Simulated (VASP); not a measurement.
# Si2Mo (I4/mmm) in VASP: a series of runs, part 2 of 2

VASP 6.6.1.

**3. Single point, PBEsol (volume scaled by 0.98)**

Contents of INCAR:

```
SYSTEM = Si2Mo
  PREC = Accurate
  ENCUT = 520
  EDIFF = 1E-7
  ISMEAR = -1
  SIGMA = 0.05
  LREAL = .False.
  LASPH = .True.
  NELM = 60
  ALGO = Normal
  ISIF = 2
  LWAVE = .False.
  LCHARG = .True.
  GGA = PS
  LELF = .True.
  LVHAR = .True.
  NBANDS = 18
```

Contents of KPOINTS:

```
regular mesh
0
Gamma
  12 12 12
  0 0 0
```

Contents of POSCAR:

```
Si2Mo
1.0
   -1.5892614214      1.5892614214      3.9041200105
    1.5892614214     -1.5892614214      3.9041200105
    1.5892614214      1.5892614214     -3.9041200105
Mo Si
1 2
Direct
    0.0000000000      0.0000000000      0.0000000000
    0.6670000000      0.6670000000      0.0000000000
    0.3330000000      0.3330000000      0.0000000000
```

Potentials or basis: VASP PAW PBE potentials, release 64 (Mo_sv, Si).

Launch:

```
$ cat potpaw_PBE.64/Mo_sv/POTCAR potpaw_PBE.64/Si/POTCAR > POTCAR
$ mpirun -np 1 vasp_std > vasp.out
```

OUTCAR:

```text
SYSTEM = Si2Mo
   PREC = Accurate
   ENCUT = 520
   EDIFF = 1E-7
   ISMEAR = -1
   LREAL = .False.
   LASPH = .True.
   NELM = 60
   ISIF = 2
   GGA = PS

 ion  position               nearest neighbor table
   1  0.000  0.000  0.000-   2 2.60   3 2.60   2 2.60   3 2.60   2 2.60   3 2.60   3 2.60   2 2.60
                             2 2.60   3 2.60
   2  0.667  0.667  0.000-   3 2.59   3 2.59   3 2.59   3 2.59   1 2.60   1 2.60   1 2.60   1 2.60
                             1 2.60   3 2.61
   3  0.333  0.333  0.000-   2 2.59   2 2.59   2 2.59   2 2.59   1 2.60   1 2.60   1 2.60   1 2.60
                             1 2.60   2 2.61

  LATTYP: Found a body centered tetragonal cell.
 ALAT       =     3.1785228428
 C/A-ratio  =     2.4565625000

  Lattice vectors:

 A1 = (  -1.5892614214,   1.5892614214,   3.9041200105)
 A2 = (   1.5892614214,  -1.5892614214,   3.9041200105)
 A3 = (   1.5892614214,   1.5892614214,  -3.9041200105)

Analysis of symmetry for initial positions (statically):
=====================================================================
 Subroutine PRICEL returns:
 Original cell was already a primitive cell.

 Routine SETGRP: Setting up the symmetry group for a
 body centered tetragonal supercell.

 Subroutine GETGRP returns: Found 16 space group operations
 (whereof 16 operations were pure point group operations)
 out of a pool of 16 trial point group operations.

The static configuration has the point symmetry D_4h.

Analysis of symmetry for dynamics (positions and initial velocities):
=====================================================================
 Subroutine PRICEL returns:
 Original cell was already a primitive cell.

 Routine SETGRP: Setting up the symmetry group for a
 body centered tetragonal supercell.

 Subroutine GETGRP returns: Found 16 space group operations
 (whereof 16 operations were pure point group operations)
 out of a pool of 16 trial point group operations.

The dynamic configuration has the point symmetry D_4h.

[... 114 lines left out ...]
   EFERMI =   0.00;   METHOD = LEGACY
   ISMEAR =    -1;   SIGMA  =   0.05  broadening in eV -4-tet -1-fermi 0-gaus
   EFERMI_NEDOS =   21; number of points for ismear=-14 and -15
   IALGO  =     38    algorithm
   IMIX   =      4    mixing-type and parameters
     AMIX     =   0.40;   BMIX     =  1.00
     AMIX_MAG =   1.60;   BMIX_MAG =  1.00
  volume/ion in A,a.u.               =      13.15        88.73
  Fermi-wavevector in a.u.,A,eV,Ry     =   1.347590  2.546576 24.708164  1.815999
  Thomas-Fermi vector in A             =   2.475328
   LORBIT       =      0    0 simple, 1 ext, 2 COOP (PROOUT), +10 PAW based schemes
   GGA     = PS    functional components
   LHFCALC =     F    Hartree Fock is set to
   AEXX    =    0.0000 exact exchange contribution
   IVDW    =     0    specifies the selected vdW correction
   LEPSILON=     F    determine dielectric tensor
   LRPA    =     F    only Hartree local field effects (RPA)
 non-spin polarized calculation
  energy-cutoff  :      520.00
  volume of cell :       39.44
 maximum number of plane-waves:      1080
 NGX is ok and might be reduce to    36
   NGX = 17   NGY = 17   NGZ = 17

 number of electron      22.0000000 magnetization

 Free energy of the ion-electron system (eV)
  ---------------------------------------------------
  ext. energy  EPLUGINS =         0.00000000
  ---------------------------------------------------
  free energy    TOTEN  =       -25.07234176 eV

  energy without entropy =      -25.07017561  energy(sigma->0) =      -25.07125868

 E-fermi :  12.4971     XC(G=0): -12.6066

 val. band max:       12.4293119769   @ k =  -0.3333  -0.4167   0.3333
 cond. band min:      12.5417409254   @ k =   0.0833  -0.0000   0.0000
 fundamental gap:      0.1124289485
 Fermi energy:        12.4971002071

 k-point     1 :       0.0000    0.0000    0.0000
  band No.  band energies     occupation
      1     -48.1220      2.00000
      2     -22.3318      2.00000
      3     -22.2198      2.00000
      4     -22.2198      2.00000
      5      -1.1230      2.00000
      6       6.0087      2.00000
[... 481 lines left out ...]
      5       1.8685      2.00000
      6       4.3894      2.00000
[... 10 lines left out ...]
     17      19.9287      0.00000
     18      20.8254      0.00000

 [... further k-points ...]
[... 5 lines left out ...]
  --------------------------------------------------------------------------------------
  -------------------------------------------------------------------------------------
  Total        0.5735790      0.5735790      0.4128403      0.0000000      0.0000000      0.0000000
  in kB       23.2986100     23.2986100     16.7694490      0.0000000      0.0000000      0.0000000
  external PRESSURE =      21.1222230 kB  Pullay stress =       0.0000000 kB

 VOLUME and BASIS-vectors are now :
 -----------------------------------------------------------------------------
  energy-cutoff  :      520.00
  volume of cell :       39.44
      direct lattice vectors                 reciprocal lattice vectors
    -1.589261421  1.589261421  3.904120010     0.000000000  0.314611551  0.128069834
     1.589261421 -1.589261421  3.904120010     0.314611551  0.000000000  0.128069834
     1.589261421  1.589261421 -3.904120010     0.314611551  0.314611551  0.000000000

 POSITION                                       TOTAL-FORCE (eV/Angst)
 -----------------------------------------------------------------------------------
      0.00000      0.00000      0.00000        -0.000000     -0.000000      0.000000
      0.00000      0.00000      5.20810        -0.000000     -0.000000     -0.291363
      0.00000      0.00000      2.60014         0.000000      0.000000      0.291363
 -----------------------------------------------------------------------------------
    total drift:                                0.000000      0.000000     -0.000000

  FREE ENERGIE OF THE ION-ELECTRON SYSTEM (eV)
  ---------------------------------------------------
  free  energy   TOTEN  =       -25.0723417556 eV

  energy  without entropy=      -25.0701756055  energy(sigma->0) =      -25.07125868
```

stdout:

```text
POSCAR found type information on POSCAR MoSi
 POSCAR found :  2 types and       3 ions
 scaLAPACK will be used
 -----------------------------------------------------------------------------
|                                                                             |
|                                                                             |
|     You enforced a specific xc type in the INCAR file but a different       |
|     I HOPE YOU KNOW WHAT YOU ARE DOING!                                     |
|                                                                             |
 -----------------------------------------------------------------------------

 LDA part: xc-table for (Slater+PW92), standard interpolation
 POSCAR, INCAR and KPOINTS ok, starting setup
 FFT: planning ... GRIDC
 FFT: planning ... GRID_SOFT
 FFT: planning ... GRID
 WAVECAR not read
 entering main loop
```

Run time: 3.1 min. Hardware: 1 thread of Intel Xeon Platinum 8488C (Sapphire Rapids), shared host; peak memory 0.28 GiB.

Results:

```yaml
Free_energy: -25.0723 eV
Pressure: 2.1 GPa
Largest_force: 0.291 eV/Å
Band_gap_on_the_k_mesh: zero (band 11 reaches 13.02 eV, above the bottom of band 12 at 11.98 eV)
```

Forces in eV/Å, atoms in the order of the input:
```
Mo   0.000  0.000  0.000
Si   0.000  0.000 -0.291
Si   0.000  0.000  0.291
```

Levels at points of the mesh, in eV from the Fermi level:
```
           k point  band 8  band 9  band 10  band 11  band 12  band 13  band 14  band 15
(0.00, 0.00, 0.00)   -3.16   -2.72    -2.72     0.42     3.00     3.21     3.69     3.69
(0.50, 0.00, 0.00)   -4.53   -2.71    -2.57    -0.55     2.32     3.06     4.19     4.30
(0.50, 0.50, 0.00)   -5.25   -4.59    -3.16    -1.15     2.38     2.80     3.09     3.31
(0.50, 0.50, 0.50)   -2.37   -0.61    -0.61    -0.52    -0.52     0.56     4.71     5.40
```

Caveat: the cell differs from its parent crystal (volume scaled by 0.98); the PAW data sets were made with another functional, which shifts forces and pressure a little.

**4. Relaxation of the atoms, PBEsol**

This run uses another cell than the first one, of 13.28 Å³/atom, 0.990 times its volume.

Contents of INCAR:

```
PREC = Accurate
ENCUT = 520
EDIFF = 1E-6
ISMEAR = -1
SIGMA = 0.05
LREAL = F
LASPH = T
NELM = 100
ALGO = Normal
ISIF = 2
LWAVE = F
LCHARG = F
GGA = PS
IBRION = 2
NSW = 60
EDIFFG = -0.01
```

Contents of KPOINTS:

```
regular mesh
0
Gamma
  10 10 10
```

Contents of POSCAR:

```
Si2Mo
1.0
   -1.6000000000      1.6000000000      3.8911950000
    1.6000000000     -1.6000000000      3.8911950000
    1.6000000000      1.6000000000     -3.8911950000
Mo Si
1 2
Direct
    0.0000000000      0.0000000000      0.0000000000
    0.6670000000      0.6670000000      0.0000000000
    0.3330000000      0.3330000000      0.0000000000
```

Launch:

```
$ cat potpaw_PBE.64/Mo_sv/POTCAR potpaw_PBE.64/Si/POTCAR > POTCAR
$ mpirun -np 1 vasp_std > vasp.out
```

Run time: 1.9 min. Hardware: 1 thread of Intel Xeon Platinum 8488C (Sapphire Rapids), shared host; peak memory 0.24 GiB.

Results (log left out):

| Item | Value |
| --- | --- |
| Free energy | -25.0778 eV |
| Energy gained by relaxing | 1.8 meV/atom |
| Ionic steps | 3 |
| Pressure after relaxing | 0.3 GPa |
| Band gap on the k mesh | zero (band 11 reaches 12.75 eV, above the bottom of band 12 at 11.80 eV) |

Stress tensor (GPa, compression positive):
```
-0.71  0.00  0.00
 0.00 -0.71  0.00
 0.00  0.00  2.32
```

The path:
```tsv
step	energy change (eV)	largest force (eV/Å)	pressure (GPa)
1	0.0000	0.3283	0.05
2	-0.0055	0.0177	0.29
3	-0.0055	0.0004	0.30
```

Final structure:
```yaml
crystal:
  lattice:
    - [-1.60000, 1.60000, 3.89120]
    - [1.60000, -1.60000, 3.89120]
    - [1.60000, 1.60000, -3.89120]
  atoms:
    - { symbol: Mo, position: [0.00000, 0.00000, 0.00000] }
    - { symbol: Si, position: [0.66485, 0.66485, 0.00000] }
    - { symbol: Si, position: [0.33515, 0.33515, 0.00000] }
```

Levels at points of the mesh, in eV from the Fermi level:
| k point | band 9 | band 10 | band 11 | band 12 | band 13 | band 14 |
| --- | --- | --- | --- | --- | --- | --- |
| (0.00, 0.00, 0.00) | -2.61 | -2.61 | 0.41 | 3.20 | 3.25 | 3.55 |
| (0.50, 0.00, 0.00) | -2.58 | -2.54 | -0.47 | 2.32 | 3.15 | 4.25 |
| (0.50, 0.50, 0.00) | -4.42 | -2.99 | -1.17 | 2.36 | 2.84 | 3.33 |
| (0.50, 0.50, 0.50) | -0.52 | -0.52 | -0.45 | -0.45 | 0.55 | 4.97 |

Caveat: the PAW data sets were made with another functional, which shifts forces and pressure a little.

**5. Single point, revPBE+D3(BJ)**

This run uses another cell than the first one, of 12.84 Å³/atom, 0.957 times its volume.

Contents of INCAR:

```
PREC = Accurate ; ENCUT = 520
EDIFF = 1E-6 ; ISMEAR = -1
SIGMA = 0.05 ; LREAL = F
LASPH = T ; NELM = 80
ALGO = Normal ; ISIF = 2
LWAVE = F ; LCHARG = F
GGA = RE ; IVDW = 12
NBANDS = 18
```

Contents of KPOINTS:

```
Automatic mesh
0
Gamma
  12 12 12
```

Contents of POSCAR:

```
Si2Mo
1.0
   -1.5765847198      1.5765847198      3.8748406931
    1.5765847198     -1.5765847198      3.8748406931
    1.5765847198      1.5765847198     -3.8748406931
Mo Si
1 2
Direct
    0.0000000000      0.0000000000      0.0000000000
    0.6657967072      0.6657967072      0.0000000000
    0.3342032928      0.3342032928      0.0000000000
```

Launch:

```
$ cat potpaw_PBE.64/Mo_sv/POTCAR potpaw_PBE.64/Si/POTCAR > POTCAR
$ mpirun -np 1 vasp_std > vasp.out
```

Wall time 100 s (1 thread of Intel Xeon 6975P-C (Granite Rapids), shared host); peak memory 0.27 GiB.

Results (log left out):

```yaml
Free_energy: -25.6919 eV
Pressure: -0.1 GPa
Largest_force: 0.006 eV/Å
Band_gap_on_the_k_mesh: zero (band 11 reaches 13.51 eV, above the bottom of band 12 at 12.52 eV)
Dispersion_energy_per_atom: -1.156 eV
```

Forces in eV/Å, atoms in the order of the input:
```
Mo   0.000  0.000  0.000
Si   0.000  0.000  0.006
Si   0.000  0.000 -0.006
```

Stress tensor (GPa, compression positive):
```
-0.08  0.00  0.00
 0.00 -0.08  0.00
 0.00  0.00 -0.20
```

Levels at points of the mesh, in eV from the Fermi level:
| k point | band 7 | band 8 | band 9 | band 10 | band 11 | band 12 | band 13 | band 14 | band 15 | band 16 |
| --- | --- | --- | --- | --- | --- | --- | --- | --- | --- | --- |
| (0.00, 0.00, 0.00) | -3.38 | -3.25 | -2.75 | -2.75 | 0.41 | 2.96 | 3.44 | 3.72 | 3.72 | 4.29 |
| (0.50, 0.00, 0.00) | -5.12 | -4.62 | -2.74 | -2.67 | -0.57 | 2.44 | 3.17 | 4.32 | 4.41 | 5.58 |
| (0.50, 0.50, 0.00) | -5.87 | -5.19 | -4.62 | -3.25 | -1.18 | 2.50 | 2.94 | 3.26 | 3.41 | 4.79 |
| (0.50, 0.50, 0.50) | -3.76 | -2.36 | -0.62 | -0.62 | -0.47 | -0.47 | 0.56 | 4.86 | 5.73 | 5.97 |

Caveat: the PAW data sets were made with another functional, which shifts forces and pressure a little; pairwise dispersion overbinds metals, which lowers pressure and volume.

**6. Single point, revPBE+D4**

This run uses another cell than the first one, of 13.01 Å³/atom, 0.970 times its volume.

Contents of INCAR:

```
PREC = Accurate
ENCUT = 520
EDIFF = 1E-7
ISMEAR = -1
SIGMA = 0.05
LREAL = False
LASPH = True
NELM = 80
ALGO = Normal
ISIF = 2
LWAVE = False
LCHARG = False
GGA = RE
IVDW = 13
NBANDS = 18
```

Contents of KPOINTS:

```
regular mesh
0
Gamma
  12 12 12
```

Contents of POSCAR:

```
Si2Mo
1.0
   -1.5842063816      1.5842063816      3.8872701764
    1.5842063816     -1.5842063816      3.8872701764
    1.5842063816      1.5842063816     -3.8872701764
Mo Si
1 2
Direct
    0.0000000000      0.0000000000      0.0000000000
    0.6655531639      0.6655531639      0.0000000000
    0.3344468361      0.3344468361      0.0000000000
```

Potentials or basis: VASP PAW PBE potentials, release 64 (Mo_sv, Si).

Launch:

```
$ cat potpaw_PBE.64/Mo_sv/POTCAR potpaw_PBE.64/Si/POTCAR > POTCAR
$ mpirun -np 1 vasp_std > vasp.out
```

Wall time 1.7 min (1 thread of Intel Xeon 6975P-C (Granite Rapids), shared host); peak memory 0.26 GiB.

It converged, with:

| Item | Value |
| --- | --- |
| Free energy | -25.2090 eV |
| Pressure | -0.1 GPa |
| Band gap on the k mesh | zero (band 11 reaches 13.29 eV, above the bottom of band 12 at 12.31 eV) |
| Dispersion energy per atom | -0.982 eV |

Stress tensor (GPa, compression positive):
```
-0.08  0.00  0.00
 0.00 -0.08  0.00
 0.00  0.00 -0.19
```

Levels at points of the mesh, in eV from the Fermi level:
| k point | band 8 | band 9 | band 10 | band 11 | band 12 | band 13 | band 14 | band 15 |
| --- | --- | --- | --- | --- | --- | --- | --- | --- |
| (0.00, 0.00, 0.00) | -3.18 | -2.70 | -2.70 | 0.40 | 3.02 | 3.36 | 3.66 | 3.66 |
| (0.50, 0.00, 0.00) | -4.58 | -2.68 | -2.64 | -0.55 | 2.39 | 3.15 | 4.30 | 4.32 |
| (0.50, 0.50, 0.00) | -5.18 | -4.56 | -3.18 | -1.19 | 2.45 | 2.89 | 3.24 | 3.40 |
| (0.50, 0.50, 0.50) | -2.30 | -0.60 | -0.60 | -0.47 | -0.47 | 0.54 | 4.85 | 5.58 |

Caveat: the PAW data sets were made with another functional, which shifts forces and pressure a little; pairwise dispersion overbinds metals, which lowers pressure and volume.

**7. Overview**

| task | level | cell | k mesh | smearing | gap on the mesh (eV) | pressure (GPa) | largest force (eV/Å) |
| --- | --- | --- | --- | --- | --- | --- | --- |
| single point | PBEsol | a = 4.535 Å, angles 138.7, 138.7, 59.9°, 3 atoms | 7 × 7 × 7 | fermi-dirac 0.03 eV | none | -2.4 | 0.35 |
| single point | PBEsol | a = 4.505 Å, angles 138.7, 138.7, 59.9°, 3 atoms | 12 × 12 × 12 | fermi-dirac 0.05 eV | none | 2.1 | 0.29 |
| relaxation of the atoms | PBEsol | atoms relaxed from a = 4.501 Å, angles 138.4, 138.4, 60.4°, 3 atoms | 10 × 10 × 10 | fermi-dirac 0.05 eV | none | 0.3 | - |
| single point | revPBE+D3(BJ) | a = 4.471 Å, angles 138.7, 138.7, 59.8°, 3 atoms | 12 × 12 × 12 | fermi-dirac 0.05 eV | none | -0.1 | 0.01 |
| single point | revPBE+D4 | a = 4.487 Å, angles 138.6, 138.6, 59.9°, 3 atoms | 12 × 12 × 12 | fermi-dirac 0.05 eV | none | -0.1 | - |

Alike in all rows: potentials or basis VASP PAW PBE potentials, release 64 (Mo_sv, Si); no spin polarisation; cutoff (eV) 520.

Caveats: some runs use coarse meshes; the PAW data sets were made with another functional, which shifts forces and pressure a little; pairwise dispersion overbinds metals, which lowers pressure and volume (some runs).

Total energies depend on the potentials used, so only differences within one code and one set of settings carry meaning.
